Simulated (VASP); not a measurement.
The system is Zn.

```
Zn
1.0
     2.26817   -1.30849    0.00000
     2.26817    1.30849    0.00000
    -1.59172    0.00000    7.30041
Zn
3
Direct
  0.00000 0.00000 0.00000
  0.22198 0.22198 0.66550
  0.77802 0.77802 0.33450
```

Program: VASP 6.6.1. Alike in all runs: task single point; potentials or basis VASP PAW PBE potentials, release 64 (Zn); no spin polarisation; cell as given.

Order these runs on this cell by their pressure, lowest first.
A. level r2SCAN+D3(BJ); k mesh 4 × 4 × 1; cutoff (eV) 520; smearing gaussian 0.1 eV
B. level PBE+U; U Zn d U = 5.9 eV; k mesh 4 × 4 × 2; cutoff (eV) 520; smearing gaussian 0.1 eV
C. level PBE; k mesh 5 × 7 × 2; cutoff (eV) 520; smearing gaussian 0.1 eV
D. level revPBE; k mesh 6 × 6 × 2; cutoff (eV) 500; smearing gaussian 0.1 eV
E. level BLYP; k mesh 6 × 6 × 2; cutoff (eV) 500; smearing methfessel-paxton 0.045 eV

A (-2.7 GPa), B (2.0 GPa), C (3.8 GPa), D (7.5 GPa), E (11.5 GPa).

Caveats: all runs use coarse meshes; the PAW data sets were made with another functional, which shifts forces and pressure a little (some runs); U without spin polarisation on a metal has little footing (some runs); the U is typed as a test and isn't derived for this compound (some runs); three body term missing (some runs); pairwise dispersion overbinds metals, which lowers pressure and volume (some runs).
